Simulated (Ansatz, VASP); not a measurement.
## Ti in VASP and in Ansatz

Contents of INCAR:

```
SYSTEM = Ti
  PREC = Accurate
  ENCUT = 520
  EDIFF = 1E-6
  ISMEAR = 0
  SIGMA = 0.15
  LREAL = .False.
  LASPH = .True.
  NELM = 80
  ALGO = Fast
  ISIF = 2
  LWAVE = .False.
  LCHARG = .False.
  GGA = PE
  NBANDS = 12
```

File KPOINTS:

```
regular mesh
0
Gamma
  28 28 28
  0 0 0
```

Contents of POSCAR:

```
Ti
1.0
   -1.5317739967      1.5317739967      1.8381287960
    1.5317739967     -1.5317739967      1.8381287960
    1.5317739967      1.5317739967     -1.8381287960
Ti
1
Direct
    0.0000000000      0.0000000000      0.0000000000
```

Input for Ansatz:

```yaml
crystal:
  lattice:
    - [-1.5317739967, 1.5317739967, 1.838128796]
    - [1.5317739967, -1.5317739967, 1.838128796]
    - [1.5317739967, 1.5317739967, -1.838128796]
  atoms:
    - { symbol: Ti, position: [0.0, 0.0, 0.0] }
basis:
  ecutwfc: 420
kpoints:
  mp_grid: { grid: [28, 28, 28] }
hamiltonian:
  xc: pbe
scf:
  occupations: { method: gaussian, width: 0.15 }
output:
  forces: true
  stress: true
  eigenvalues: true
```

Alike in both runs: task single point; functional PBE; k mesh 28 × 28 × 28; occupations gaussian, width 0.15 eV; no spin polarisation.

|  | VASP | Ansatz |
| --- | --- | --- |
| version | VASP 6.6.1 | Ansatz 0.2.0 |
| potentials or method | VASP PAW PBE potentials, release 64 (Ti_sv), cutoff 520 eV | scalar-relativistic, plane waves, PAW |
| valence electrons in the cell | 12 | 12 |

VASP gave:

```
gap on the k mesh at the Fermi level (eV)                     : none
pressure (GPa)                                                : 0.4
traceless stress, the component that is largest in VASP (GPa) : 2.19
```

Problem. Estimate Ansatz's values.

Solution. gap on the k mesh at the Fermi level (eV): none; pressure (GPa): 0.7; traceless stress, the component that is largest in VASP (GPa): 2.18.

A gap of «none» marks a metal or a gap that the smearing closes.
